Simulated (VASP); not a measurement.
# CsH2 (Pn-3m) in VASP: a series of runs

CsH2 is run at these levels: PBE; tasks: single point, relaxation of cell and atoms.

Program: VASP 6.6.1. These are calculated values, not measurements. Logs are shortened: lines on timing, memory, paths and dates and some standing lists are left out, and cuts for length are marked.

## (1) The cell of the first run

Symmetry: Pn-3m, No. 224, cubic system. Conventional cell: a = 5.120 Å, b = 5.120 Å, c = 5.120 Å, α = 90.00°, β = 90.00°, γ = 90.00°. Within 2.9 Å of Cs (site symmetry -43m) lie 4 H at 2.22 Å. Within 2.9 Å of H (site symmetry -3m) lie 2 Cs at 2.22 Å.

The cell was built from a structure type or drawn by symmetry, and may not be a known phase.

## (2) Single point, PBE

Input file INCAR:

```
SYSTEM = CsH2
PREC = Accurate
ENCUT = 520
EDIFF = 1E-6
ISMEAR = 0
SIGMA = 0.1
LREAL = .FALSE.
LASPH = .TRUE.
NELM = 80
ALGO = Normal
ISIF = 2
LWAVE = .FALSE.
LCHARG = .TRUE.
GGA = PE
LELF = .TRUE.
LVHAR = .TRUE.
NBANDS = 20
```

Input file KPOINTS:

```
regular mesh
0
G
  4 4 4
  0 0 0
```

Input file POSCAR:

```
CsH2
1.0
    5.1204367500      0.0000000000      0.0000000000
    0.0000000000      5.1204367500      0.0000000000
    0.0000000000      0.0000000000      5.1204367500
Cs H
2 4
Direct
    0.0000000000      0.0000000000      0.0000000000
    0.5000000000      0.5000000000      0.5000000000
    0.2500000000      0.2500000000      0.2500000000
    0.2500000000      0.7500000000      0.7500000000
    0.7500000000      0.7500000000      0.2500000000
    0.7500000000      0.2500000000      0.7500000000
```

Potentials or basis: VASP PAW PBE potentials, release 64 (Cs_sv, H).

Launch:

```
cat potpaw_PBE.64/Cs_sv/POTCAR potpaw_PBE.64/H/POTCAR > POTCAR
mpirun -np 1 vasp_std > vasp.out
```

OUTCAR:

```text
SYSTEM = CsH2
   PREC = Accurate
   ENCUT = 520
   EDIFF = 1E-6
   ISMEAR = 0
   LREAL = .FALSE.
   LASPH = .TRUE.
   NELM = 80
   ISIF = 2
   GGA = PE

 ion  position               nearest neighbor table
   1  0.000  0.000  0.000-
   2  0.500  0.500  0.500-
   3  0.250  0.250  0.250-
   4  0.250  0.750  0.750-
   5  0.750  0.750  0.250-
   6  0.750  0.250  0.750-

  LATTYP: Found a simple cubic cell.
 ALAT       =     5.1204367500

  Lattice vectors:

 A1 = (   5.1204367500,   0.0000000000,   0.0000000000)
 A2 = (   0.0000000000,   5.1204367500,   0.0000000000)
 A3 = (   0.0000000000,   0.0000000000,   5.1204367500)

Analysis of symmetry for initial positions (statically):
=====================================================================
 Subroutine PRICEL returns:
 Original cell was already a primitive cell.

 Routine SETGRP: Setting up the symmetry group for a
 simple cubic supercell.

 Subroutine GETGRP returns: Found 48 space group operations
 (whereof 24 operations were pure point group operations)
 out of a pool of 48 trial point group operations.

The static configuration has the point symmetry T_d .
 The point group associated with its full space group is O_h .

Analysis of symmetry for dynamics (positions and initial velocities):
=====================================================================
 Subroutine PRICEL returns:
 Original cell was already a primitive cell.

 Routine SETGRP: Setting up the symmetry group for a
 simple cubic supercell.

 Subroutine GETGRP returns: Found 48 space group operations
 (whereof 24 operations were pure point group operations)
 out of a pool of 48 trial point group operations.

The dynamic configuration has the point symmetry T_d .
 The point group associated with its full space group is O_h .

 Subroutine INISYM returns: Found 48 space group operations
 (whereof 24 operations are pure point group operations),
 and found     1 'primitive' translations

----------------------------------------------------------------------------------------

                                     Primitive cell

  volume of cell :     134.2521

  direct lattice vectors                    reciprocal lattice vectors
     5.120436750  0.000000000  0.000000000     0.195295841  0.000000000  0.000000000
[... 79 lines left out ...]
   EDIFF  = 0.1E-05   stopping-criterion for ELM
   LREAL  =      F    real-space projection
   EDIFFG = 0.1E-04   stopping-criterion for IOM
   NSW    =      0    number of steps for IOM
   IBRION =     -1    ionic relax: 0-MD 1-quasi-New 2-CG
   NFREE  =      0    steps in history (QN), initial steepest desc. (CG)
   ISIF   =      2    stress and relaxation
   ISYM   =      2    0-nonsym 1-usesym 2-fastsym
   POTIM  = 0.5000    time-step for ionic-motion
   TEBEG  =    0.0;   TEEND  =   0.0 temperature during run
   PSTRESS=    0.0 pullay stress
   NELECT =      22.0000    total number of electrons
   NUPDOWN=      -1.0000    fix difference up-down
   EMIN   =  10.00;   EMAX   =-10.00  energy-range for DOS
   EFERMI =   0.00;   METHOD = LEGACY
   ISMEAR =     0;   SIGMA  =   0.10  broadening in eV -4-tet -1-fermi 0-gaus
   EFERMI_NEDOS =   21; number of points for ismear=-14 and -15
   IALGO  =     38    algorithm
   IMIX   =      4    mixing-type and parameters
     AMIX     =   0.40;   BMIX     =  1.00
     AMIX_MAG =   1.60;   BMIX_MAG =  1.00
  volume/ion in A,a.u.               =      22.38       151.00
  Fermi-wavevector in a.u.,A,eV,Ry     =   0.895864  1.692937 10.919657  0.802572
  Thomas-Fermi vector in A             =   2.018250
   LORBIT       =      0    0 simple, 1 ext, 2 COOP (PROOUT), +10 PAW based schemes
   GGA     = PE    functional components
   LHFCALC =     F    Hartree Fock is set to
   AEXX    =    0.0000 exact exchange contribution
   IVDW    =     0    specifies the selected vdW correction
   LEPSILON=     F    determine dielectric tensor
   LRPA    =     F    only Hartree local field effects (RPA)
 non-spin polarized calculation
 Gauss-broadening in eV      SIGMA  =   0.10
  energy-cutoff  :      520.00
  volume of cell :      134.25
 maximum number of plane-waves:      3695
 NGX is ok and might be reduce to    40
   NGX = 19   NGY = 19   NGZ = 19

 number of electron      22.0000009 magnetization

 Free energy of the ion-electron system (eV)
  ---------------------------------------------------
  ext. energy  EPLUGINS =         0.00000000
  ---------------------------------------------------
  free energy    TOTEN  =        -7.60157083 eV

  energy without entropy =       -7.52235534  energy(sigma->0) =       -7.56196308

 E-fermi :  -0.3898     XC(G=0):  -7.2883

 val. band max:       -0.3906864629   @ k =   0.5000   0.2500   0.2500
 cond. band min:      -0.3309686048   @ k =   0.2500   0.0000   0.0000
 fundamental gap:      0.0597178581
 Fermi energy:        -0.3897584853

 k-point     1 :       0.0000    0.0000    0.0000
  band No.  band energies     occupation
      1     -21.0622      2.00000
      2     -20.8692      2.00000
      3      -8.6709      2.00000
      4      -8.6709      2.00000
      5      -8.6709      2.00000
      6      -7.6176      2.00000
[... 219 lines left out ...]
     19       7.7128      0.00000
     20       7.7128      0.00000

------------------------ aborting loop because EDIFF is reached ----------------------------------------

  FORCE on cell =-STRESS in cart. coord.  units (eV):
  Direction    XX          YY          ZZ          XY          YZ          ZX
  --------------------------------------------------------------------------------------
  -------------------------------------------------------------------------------------
  Total        8.2799284      8.2799284      8.2799284      0.0000000     -0.0000000     -0.0000000
  in kB       98.8134690     98.8134690     98.8134690      0.0000000     -0.0000000     -0.0000000
  external PRESSURE =      98.8134690 kB  Pullay stress =       0.0000000 kB

 VOLUME and BASIS-vectors are now :
 -----------------------------------------------------------------------------
  energy-cutoff  :      520.00
  volume of cell :      134.25
      direct lattice vectors                 reciprocal lattice vectors
     5.120436750  0.000000000  0.000000000     0.195295841  0.000000000  0.000000000
     0.000000000  5.120436750  0.000000000     0.000000000  0.195295841  0.000000000
     0.000000000  0.000000000  5.120436750     0.000000000  0.000000000  0.195295841

 POSITION                                       TOTAL-FORCE (eV/Angst)
 -----------------------------------------------------------------------------------
      0.00000      0.00000      0.00000         0.000000     -0.000000     -0.000000
      2.56022      2.56022      2.56022         0.000000      0.000000      0.000000
      1.28011      1.28011      1.28011        -0.000000      0.000000      0.000000
      1.28011      3.84033      3.84033         0.000000      0.000000     -0.000000
      3.84033      3.84033      1.28011         0.000000     -0.000000      0.000000
      3.84033      1.28011      3.84033        -0.000000      0.000000     -0.000000
 -----------------------------------------------------------------------------------
    total drift:                                0.000000      0.000000     -0.000000

  FREE ENERGIE OF THE ION-ELECTRON SYSTEM (eV)
  ---------------------------------------------------
  free  energy   TOTEN  =        -7.6015708288 eV

  energy  without entropy=       -7.5223553380  energy(sigma->0) =       -7.56196308
```

OSZICAR:

```text
N       E                     dE             d eps       ncg     rms          rms(c)
DAV:   1     0.123129249133E+03    0.12313E+03   -0.86699E+03   400   0.898E+02
DAV:   2     0.359173100088E+01   -0.11954E+03   -0.11510E+03   544   0.155E+02
DAV:   3    -0.874903946780E+01   -0.12341E+02   -0.12215E+02   476   0.545E+01
DAV:   4    -0.890892558178E+01   -0.15989E+00   -0.15977E+00   480   0.706E+00
DAV:   5    -0.891004666177E+01   -0.11211E-02   -0.11210E-02   488   0.604E-01    0.582E+00
DAV:   6    -0.779906624997E+01    0.11110E+01   -0.95719E-01   436   0.475E+00    0.269E+00
DAV:   7    -0.757881034679E+01    0.22026E+00   -0.12119E+00   448   0.478E+00    0.642E-01
DAV:   8    -0.760236066586E+01   -0.23550E-01   -0.93517E-02   412   0.161E+00    0.276E-01
DAV:   9    -0.760113092863E+01    0.12297E-02   -0.83778E-03   472   0.511E-01    0.557E-02
DAV:  10    -0.760154327176E+01   -0.41234E-03   -0.15809E-03   464   0.194E-01    0.450E-02
DAV:  11    -0.760156544891E+01   -0.22177E-04   -0.21195E-04   428   0.713E-02    0.534E-03
DAV:  12    -0.760157205082E+01   -0.66019E-05   -0.43612E-05   456   0.294E-02    0.716E-03
DAV:  13    -0.760157088546E+01    0.11654E-05   -0.20950E-06   372   0.670E-03    0.255E-03
DAV:  14    -0.760157082883E+01    0.56630E-07   -0.77454E-07   212   0.396E-03
   1 F= -.76015708E+01 E0= -.75619631E+01  d E =-.792155E-01
```

stdout:

```text
POSCAR found type information on POSCAR CsH
 POSCAR found :  2 types and       6 ions
 scaLAPACK will be used
 LDA part: xc-table for (Slater+PW92), standard interpolation
 POSCAR, INCAR and KPOINTS ok, starting setup
 FFT: planning ... GRIDC
 FFT: planning ... GRID_SOFT
 FFT: planning ... GRID
 WAVECAR not read
 entering main loop
```

Run time: 18 s. Hardware: 1 thread of AMD EPYC 9R45 (Zen 5), shared host; peak memory 0.2 GiB.

Results:

```yaml
Free_energy: -7.6016 eV
Pressure: 9.9 GPa
Band_gap_on_the_k_mesh: zero (bands 11 and 12 overlap by 0.35 eV)
```

Levels at points of the mesh, in eV from the Fermi level:
| k point | band 9 | band 10 | band 11 | band 12 | band 13 | band 14 | band 15 | band 16 |
| --- | --- | --- | --- | --- | --- | --- | --- | --- |
| (0.00, 0.00, 0.00) | -2.13 | 0.18 | 0.18 | 0.18 | 2.83 | 2.83 | 6.77 | 7.24 |
| (0.50, 0.00, 0.00) | -0.54 | -0.54 | 0.12 | 0.12 | 4.16 | 4.16 | 4.40 | 4.40 |
| (0.50, 0.50, 0.00) | -0.82 | -0.82 | -0.18 | -0.18 | 4.89 | 4.89 | 5.15 | 5.15 |
| (0.50, 0.50, 0.50) | -0.35 | -0.07 | -0.07 | -0.07 | 4.13 | 4.13 | 4.13 | 7.56 |

Caveat: the cell stands under pressure; spin-orbit coupling is left out, which moves the levels of the heavy elements.

## (3) Single point, PBE

This run uses another cell than the first one, of 44.94 Å³/atom.

Input file INCAR:

```
ALGO = Normal ; EDIFF = 1E-6
ENCUT = 520 ; GGA = PE
ISIF = 2 ; ISMEAR = 0
LASPH = True ; LCHARG = True
LELF = True ; LREAL = False
LVHAR = True ; LWAVE = False
NBANDS = 20 ; NELM = 80
PREC = Accurate ; SIGMA = 0.1
```

Input file KPOINTS:

```
k-points
0
Gamma
  4 4 4
```

POSCAR, as its differences from that of step 2:

```diff
@@ -2,5 +2,5 @@
 1.0
-    5.1204367500      0.0000000000      0.0000000000
-    0.0000000000      5.1204367500      0.0000000000
-    0.0000000000      0.0000000000      5.1204367500
+    6.4605233262      0.0000000000      0.0000000000
+    0.0000000000      6.4605233262      0.0000000000
+    0.0000000000      0.0000000000      6.4605233262
 Cs H
```

Potentials or basis: VASP PAW PBE potentials, release 64 (Cs_sv, H).

Launch:

```
cat potpaw_PBE.64/Cs_sv/POTCAR potpaw_PBE.64/H/POTCAR > POTCAR
mpirun -np 1 vasp_std > vasp.out
```

It took 31 s on 1 thread of AMD EPYC 9R45 (Zen 5), shared host; peak memory 0.3 GiB.

It converged, with:

```
Free energy            : -10.1426 eV
Pressure               : 0.1 GPa
Band gap on the k mesh : zero (bands 11 and 12 overlap by 0.19 eV)
```

Levels at points of the mesh, in eV from the Fermi level:
| k point | band 8 | band 9 | band 10 | band 11 | band 12 | band 13 | band 14 | band 15 | band 16 | band 17 |
| --- | --- | --- | --- | --- | --- | --- | --- | --- | --- | --- |
| (0.00, 0.00, 0.00) | -7.19 | -0.91 | 0.08 | 0.08 | 0.08 | 4.28 | 4.28 | 5.71 | 6.27 | 6.27 |
| (0.50, 0.00, 0.00) | -7.21 | -0.38 | -0.38 | 0.05 | 0.05 | 4.74 | 4.74 | 5.08 | 5.08 | 5.70 |
| (0.50, 0.50, 0.00) | -7.19 | -0.26 | -0.26 | -0.08 | -0.08 | 4.76 | 4.76 | 5.17 | 5.17 | 6.83 |
| (0.50, 0.50, 0.50) | -7.22 | -0.22 | -0.11 | -0.11 | -0.11 | 4.56 | 4.56 | 4.56 | 5.48 | 6.82 |

Caveat: spin-orbit coupling is left out, which moves the levels of the heavy elements.

(Part 1 of 2 ends here.)
